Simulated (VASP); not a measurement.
# BaS (Fm-3m) in VASP: further runs

BaS is run at these levels: PBEsol; tasks: single point, relaxation of cell and atoms.

Program: VASP 6.6.1. These are calculated values, not measurements. Logs are shortened: lines on timing, memory, paths and dates and some standing lists are left out, and cuts for length are marked.

**1. The cell of the first run**

The structure is cubic, space group Fm-3m (No. 225). The conventional cell has a = 6.332 Å, b = 6.332 Å, c = 6.332 Å, α = 90.00°, β = 90.00°, γ = 90.00°. Within 4.2 Å of Ba (site symmetry m-3m) lie 6 S at 3.17 Å. Within 4.2 Å of S (site symmetry m-3m) lie 6 Ba at 3.17 Å.

**2. Single point, PBEsol**

Contents of INCAR:

```
  ALGO = Normal
  EDIFF = 1E-6
  ENCUT = 520
  GGA = PS
  ISIF = 2
  ISMEAR = 0
  LASPH = T
  LCHARG = F
  LREAL = F
  LWAVE = F
  NBANDS = 15
  NELM = 80
  PREC = Accurate
  SIGMA = 0.01
```

Contents of KPOINTS:

```
k-points
0
Gamma
  8 8 8
```

Contents of POSCAR:

```
BaS
1.0
    0.0000000000      3.1657615949      3.1657615949
    3.1657615949      0.0000000000      3.1657615949
    3.1657615949      3.1657615949      0.0000000000
Ba S
1 1
Direct
    0.0000000000      0.0000000000      0.0000000000
    0.5000000000      0.5000000000      0.5000000000
```

Potentials or basis: VASP PAW PBE potentials, release 64 (Ba_sv, S).

Launch:

```sh
$ cat potpaw_PBE.64/Ba_sv/POTCAR potpaw_PBE.64/S/POTCAR > POTCAR
$ mpirun -np 1 vasp_std > vasp.out
```

OUTCAR:

```text
EDIFF = 1E-6
   ENCUT = 520
   GGA = PS
   ISIF = 2
   ISMEAR = 0
   LASPH = T
   LREAL = F
   NELM = 80
   PREC = Accurate

 ion  position               nearest neighbor table
   1  0.000  0.000  0.000-   2 3.17   2 3.17   2 3.17   2 3.17   2 3.17   2 3.17
   2  0.500  0.500  0.500-   1 3.17   1 3.17   1 3.17   1 3.17   1 3.17   1 3.17

  LATTYP: Found a face centered cubic cell.
 ALAT       =     6.3315231898

  Lattice vectors:

 A1 = (   0.0000000000,   3.1657615949,   3.1657615949)
 A2 = (   3.1657615949,   0.0000000000,   3.1657615949)
 A3 = (   3.1657615949,   3.1657615949,   0.0000000000)

Analysis of symmetry for initial positions (statically):
=====================================================================
 Subroutine PRICEL returns:
 Original cell was already a primitive cell.

 Routine SETGRP: Setting up the symmetry group for a
 face centered cubic supercell.

 Subroutine GETGRP returns: Found 48 space group operations
 (whereof 48 operations were pure point group operations)
 out of a pool of 48 trial point group operations.

The static configuration has the point symmetry O_h .

Analysis of symmetry for dynamics (positions and initial velocities):
=====================================================================
 Subroutine PRICEL returns:
 Original cell was already a primitive cell.

 Routine SETGRP: Setting up the symmetry group for a
 face centered cubic supercell.

 Subroutine GETGRP returns: Found 48 space group operations
 (whereof 48 operations were pure point group operations)
 out of a pool of 48 trial point group operations.

The dynamic configuration has the point symmetry O_h .

 Subroutine INISYM returns: Found 48 space group operations
 (whereof 48 operations are pure point group operations),
 and found     1 'primitive' translations

----------------------------------------------------------------------------------------

                                     Primitive cell

  volume of cell :      63.4548

  direct lattice vectors                    reciprocal lattice vectors
     0.000000000  3.165761595  3.165761595    -0.157939878  0.157939878  0.157939878
     3.165761595  0.000000000  3.165761595     0.157939878 -0.157939878  0.157939878
     3.165761595  3.165761595  0.000000000     0.157939878  0.157939878 -0.157939878

  length of vectors
     4.477062983  4.477062983  4.477062983     0.273559893  0.273559893  0.273559893

[... 83 lines left out ...]
   NSW    =      0    number of steps for IOM
   IBRION =     -1    ionic relax: 0-MD 1-quasi-New 2-CG
   NFREE  =      0    steps in history (QN), initial steepest desc. (CG)
   ISIF   =      2    stress and relaxation
   ISYM   =      2    0-nonsym 1-usesym 2-fastsym
   POTIM  = 0.5000    time-step for ionic-motion
   TEBEG  =    0.0;   TEEND  =   0.0 temperature during run
   PSTRESS=    0.0 pullay stress
   NELECT =      16.0000    total number of electrons
   NUPDOWN=      -1.0000    fix difference up-down
   EMIN   =  10.00;   EMAX   =-10.00  energy-range for DOS
   EFERMI =   0.00;   METHOD = LEGACY
   ISMEAR =     0;   SIGMA  =   0.01  broadening in eV -4-tet -1-fermi 0-gaus
   EFERMI_NEDOS =   21; number of points for ismear=-14 and -15
   IALGO  =     38    algorithm
   IMIX   =      4    mixing-type and parameters
     AMIX     =   0.40;   BMIX     =  1.00
     AMIX_MAG =   1.60;   BMIX_MAG =  1.00
  volume/ion in A,a.u.               =      31.73       214.11
  Fermi-wavevector in a.u.,A,eV,Ry     =   1.034253  1.954454 14.553859  1.069678
  Thomas-Fermi vector in A             =   2.168539
   LORBIT       =      0    0 simple, 1 ext, 2 COOP (PROOUT), +10 PAW based schemes
   GGA     = PS    functional components
   LHFCALC =     F    Hartree Fock is set to
   AEXX    =    0.0000 exact exchange contribution
   IVDW    =     0    specifies the selected vdW correction
   LEPSILON=     F    determine dielectric tensor
   LRPA    =     F    only Hartree local field effects (RPA)
 non-spin polarized calculation
 Gauss-broadening in eV      SIGMA  =   0.01
  energy-cutoff  :      520.00
  volume of cell :       63.45
 maximum number of plane-waves:      1727
 NGX is ok and might be reduce to    36
   NGX = 17   NGY = 17   NGZ = 17

 number of electron      15.9999999 magnetization

 Free energy of the ion-electron system (eV)
  ---------------------------------------------------
  ext. energy  EPLUGINS =         0.00000000
  ---------------------------------------------------
  free energy    TOTEN  =       -10.71721908 eV

  energy without entropy =      -10.71721908  energy(sigma->0) =      -10.71721908

 E-fermi :   1.6182     XC(G=0):  -8.9340

 val. band max:        1.4817982298   @ k =   0.0000   0.0000   0.0000
 cond. band min:       3.4142067512   @ k =   0.5000   0.5000   0.0000
 fundamental gap:      1.9324085214
 Fermi energy:         1.6182431805

 k-point     1 :       0.0000    0.0000    0.0000
  band No.  band energies     occupation
      1     -24.4731      2.00000
      2      -9.5122      2.00000
      3      -9.5122      2.00000
      4      -9.5122      2.00000
      5      -8.9127      2.00000
      6       1.4818      2.00000
      7       1.4818      2.00000
      8       1.4818      2.00000
      9       5.0179      0.00000
     10       5.2653      0.00000
     11       5.2653      0.00000
     12       5.2653      0.00000
     13       6.2477      0.00000
     14       6.2477      0.00000
[... 401 lines left out ...]
      2     -10.5762      2.00000
      3      -9.7336      2.00000
      4      -9.6317      2.00000
      5      -7.8494      2.00000
      6      -0.0873      2.00000
      7       0.5702      2.00000
      8       0.6605      2.00000
      9       6.1022      0.00000
     10       6.3083      0.00000
     11       8.2051      0.00000
     12       8.4493      0.00000
     13       9.4244      0.00000
     14      10.3384      0.00000
     15      11.0545      0.00000

 [... further k-points ...]
[... 5 lines left out ...]
  --------------------------------------------------------------------------------------
  -------------------------------------------------------------------------------------
  Total        0.2727613      0.2727613      0.2727613     -0.0000000     -0.0000000      0.0000000
  in kB        6.8869783      6.8869783      6.8869783     -0.0000000     -0.0000000      0.0000000
  external PRESSURE =       6.8869783 kB  Pullay stress =       0.0000000 kB

 VOLUME and BASIS-vectors are now :
 -----------------------------------------------------------------------------
  energy-cutoff  :      520.00
  volume of cell :       63.45
      direct lattice vectors                 reciprocal lattice vectors
     0.000000000  3.165761595  3.165761595    -0.157939878  0.157939878  0.157939878
     3.165761595  0.000000000  3.165761595     0.157939878 -0.157939878  0.157939878
     3.165761595  3.165761595  0.000000000     0.157939878  0.157939878 -0.157939878

 POSITION                                       TOTAL-FORCE (eV/Angst)
 -----------------------------------------------------------------------------------
      0.00000      0.00000      0.00000         0.000000      0.000000     -0.000000
      3.16576      3.16576      3.16576         0.000000     -0.000000      0.000000
 -----------------------------------------------------------------------------------
    total drift:                                0.000000      0.000000      0.000000

  FREE ENERGIE OF THE ION-ELECTRON SYSTEM (eV)
  ---------------------------------------------------
  free  energy   TOTEN  =       -10.7172190756 eV

  energy  without entropy=      -10.7172190756  energy(sigma->0) =      -10.71721908
```

stdout:

```text
POSCAR found type information on POSCAR BaS
 POSCAR found :  2 types and       2 ions
 scaLAPACK will be used
 -----------------------------------------------------------------------------
|                                                                             |
|                                                                             |
|     You enforced a specific xc type in the INCAR file but a different       |
|     I HOPE YOU KNOW WHAT YOU ARE DOING!                                     |
|                                                                             |
 -----------------------------------------------------------------------------

 LDA part: xc-table for (Slater+PW92), standard interpolation
 POSCAR, INCAR and KPOINTS ok, starting setup
 FFT: planning ... GRIDC
 FFT: planning ... GRID_SOFT
 FFT: planning ... GRID
 WAVECAR not read
 entering main loop
```

It took 11 s on 1 thread of Intel Xeon 6975P-C (Granite Rapids), shared host; peak memory 0.21 GiB.

What came out:

```
Free energy            : -10.7172 eV
Pressure               : 0.7 GPa
Band gap on the k mesh : 1.93 eV (least direct gap 2.06 eV)
```

Caveat: the PAW data sets were made with another functional, which shifts forces and pressure a little; spin-orbit coupling is left out, which moves the levels of the heavy elements. A k mesh can miss the band edges.

**3. Relaxation of cell and atoms, PBEsol**

Contents of INCAR:

```
ALGO = Normal
EDIFF = 1E-6
EDIFFG = -0.001
ENCUT = 600
GGA = PS
IBRION = 2
ISIF = 3
ISMEAR = 0
LASPH = T
LCHARG = F
LREAL = F
LWAVE = F
NELM = 80
NSW = 80
PREC = Accurate
SIGMA = 0.01
```

KPOINTS is that of step 2.

Contents of POSCAR:

```
BaS
1.0
    0.0000000000      3.1663007738      3.1663007738
    3.1663007738      0.0000000000      3.1663007738
    3.1663007738      3.1663007738      0.0000000000
Ba S
1 1
Direct
    0.0000000000      0.0000000000      0.0000000000
    0.5000000000      0.5000000000      0.5000000000
```

Potentials or basis: VASP PAW PBE potentials, release 64 (Ba_sv, S).

Launch:

```sh
$ cat potpaw_PBE.64/Ba_sv/POTCAR potpaw_PBE.64/S/POTCAR > POTCAR
$ mpirun -np 1 vasp_std > vasp.out
```

OUTCAR:

```text
EDIFF = 1E-6
   EDIFFG = -0.001
   ENCUT = 600
   GGA = PS
   IBRION = 2
   ISIF = 3
   ISMEAR = 0
   LASPH = T
   LREAL = F
   NELM = 80
   NSW = 80
   PREC = Accurate

 ion  position               nearest neighbor table
   1  0.000  0.000  0.000-   2 3.17   2 3.17   2 3.17   2 3.17   2 3.17   2 3.17
   2  0.500  0.500  0.500-   1 3.17   1 3.17   1 3.17   1 3.17   1 3.17   1 3.17

  LATTYP: Found a face centered cubic cell.
 ALAT       =     6.3326015476

  Lattice vectors:

 A1 = (   0.0000000000,   3.1663007738,   3.1663007738)
 A2 = (   3.1663007738,   0.0000000000,   3.1663007738)
 A3 = (   3.1663007738,   3.1663007738,   0.0000000000)

Analysis of symmetry for initial positions (statically):
=====================================================================
 Subroutine PRICEL returns:
 Original cell was already a primitive cell.

 Routine SETGRP: Setting up the symmetry group for a
 face centered cubic supercell.

 Subroutine GETGRP returns: Found 48 space group operations
 (whereof 48 operations were pure point group operations)
 out of a pool of 48 trial point group operations.

The static configuration has the point symmetry O_h .

Analysis of symmetry for dynamics (positions and initial velocities):
=====================================================================
 Subroutine PRICEL returns:
 Original cell was already a primitive cell.

 Routine SETGRP: Setting up the symmetry group for a
 face centered cubic supercell.

 Subroutine GETGRP returns: Found 48 space group operations
 (whereof 48 operations were pure point group operations)
 out of a pool of 48 trial point group operations.

The dynamic configuration has the point symmetry O_h .

 Subroutine INISYM returns: Found 48 space group operations
 (whereof 48 operations are pure point group operations),
 and found     1 'primitive' translations

----------------------------------------------------------------------------------------

                                     Primitive cell

[... 128 lines left out ...]

--------------------------------------- Ionic step        1  -------------------------------------------

 number of electron      15.9999999 magnetization

 Free energy of the ion-electron system (eV)
  ---------------------------------------------------
  ext. energy  EPLUGINS =         0.00000000
  ---------------------------------------------------
  free energy    TOTEN  =       -10.71753094 eV

  energy without entropy =      -10.71753094  energy(sigma->0) =      -10.71753094

------------------------ aborting loop because EDIFF is reached ----------------------------------------

  FORCE on cell =-STRESS in cart. coord.  units (eV):
  Direction    XX          YY          ZZ          XY          YZ          ZX
  --------------------------------------------------------------------------------------
  -------------------------------------------------------------------------------------
  Total        0.2677047      0.2677047      0.2677047      0.0000000      0.0000000      0.0000000
  in kB        6.7558513      6.7558513      6.7558513      0.0000000      0.0000000      0.0000000
  external PRESSURE =       6.7558513 kB  Pullay stress =       0.0000000 kB
[... 59 lines left out ...]
--------------------------------------- Ionic step        3  -------------------------------------------

 number of electron      16.0000001 magnetization

 Free energy of the ion-electron system (eV)
  ---------------------------------------------------
  ext. energy  EPLUGINS =         0.00000000
  ---------------------------------------------------
  free energy    TOTEN  =       -10.71943042 eV

  energy without entropy =      -10.71943042  energy(sigma->0) =      -10.71943042

 E-fermi :   1.5406     XC(G=0):  -8.8717

 val. band max:        1.4029922572   @ k =   0.0000   0.0000   0.0000
 cond. band min:       3.3640589264   @ k =   0.5000   0.5000   0.0000
 fundamental gap:      1.9610666691
 Fermi energy:         1.5405583522

 k-point     1 :       0.0000    0.0000    0.0000
  band No.  band energies     occupation
      1     -24.5963      2.00000
      2      -9.6375      2.00000
      3      -9.6375      2.00000
      4      -9.6375      2.00000
      5      -8.9678      2.00000
      6       1.4030      2.00000
      7       1.4030      2.00000
      8       1.4030      2.00000
      9       4.8679      0.00000
     10       5.1874      0.00000
     11       5.1874      0.00000
     12       5.1874      0.00000
[... 331 lines left out ...]
 k-point    24 :      -0.3750    0.2500    0.1250
  band No.  band energies     occupation
      1     -24.5404      2.00000
      2     -10.6399      2.00000
      3      -9.8472      2.00000
      4      -9.7507      2.00000
      5      -7.9599      2.00000
      6      -0.1427      2.00000
      7       0.5084      2.00000
      8       0.5913      2.00000
      9       6.0030      0.00000
     10       6.2045      0.00000
     11       8.0655      0.00000
     12       8.2874      0.00000

 [... further k-points ...]
[... 5 lines left out ...]
  --------------------------------------------------------------------------------------
  -------------------------------------------------------------------------------------
  Total        0.0002431      0.0002431      0.0002431      0.0000000      0.0000000      0.0000000
  in kB        0.0060470      0.0060470      0.0060470      0.0000000      0.0000000      0.0000000
  external PRESSURE =       0.0060470 kB  Pullay stress =       0.0000000 kB
[... 17 lines left out ...]
  FREE ENERGIE OF THE ION-ELECTRON SYSTEM (eV)
  ---------------------------------------------------
  free  energy   TOTEN  =       -10.7194304167 eV

  energy  without entropy=      -10.7194304167  energy(sigma->0) =      -10.71943042

 reached required accuracy - stopping structural energy minimisation
```

Run time: 23 s. Hardware: 1 thread of Intel Xeon 6975P-C (Granite Rapids), shared host; peak memory 0.22 GiB.

What came out:

```
Free energy                           : -10.7194 eV
Relaxed volume                        : 32.20 Å³/atom
Relaxed cell                          : a = 4.499 Å, b = 4.499 Å, c = 4.499 Å, α = 60.00°, β = 60.00°, γ = 60.00°
Space group after relaxing (to 0.1 Å) : Fm-3m (No. 225)
Energy gained by relaxing             : 0.9 meV/atom
Ionic steps                           : 3
Pressure after relaxing               : 0.0 GPa
Band gap on the k mesh                : 1.96 eV (least direct gap 2.09 eV)
```

Step by step:
| step | energy change (eV) | largest force (eV/Å) | pressure (GPa) | volume (Å³) |
| --- | --- | --- | --- | --- |
| 1 | 0.0000 | 0.0000 | 0.68 | 63.49 |
| 2 | -0.0017 | 0.0000 | -0.23 | 64.73 |
| 3 | -0.0019 | 0.0000 | 0.00 | 64.40 |

Final structure:
```
Ba S
1.0
     0.00000    3.18138    3.18138
     3.18138    0.00000    3.18138
     3.18138    3.18138    0.00000
Ba S
1 1
Direct
  0.00000 0.00000 0.00000
  0.50000 0.50000 0.50000
```

Levels at points of the mesh, in eV from the valence-band top:
| k point | band 6 | band 7 | band 8 | band 9 | band 10 | band 11 |
| --- | --- | --- | --- | --- | --- | --- |
| (0.00, 0.00, 0.00) | 0.00 | 0.00 | 0.00 | 3.46 | 3.78 | 3.78 |
| (0.50, 0.00, 0.00) | -2.02 | -1.13 | -1.13 | 5.51 | 5.56 | 6.31 |
| (0.50, 0.50, 0.00) | -0.53 | -0.13 | -0.13 | 1.96 | 5.93 | 5.99 |

Caveat: the PAW data sets were made with another functional, which shifts forces and pressure a little; spin-orbit coupling is left out, which moves the levels of the heavy elements.

(Continued in part 2 of 3.)
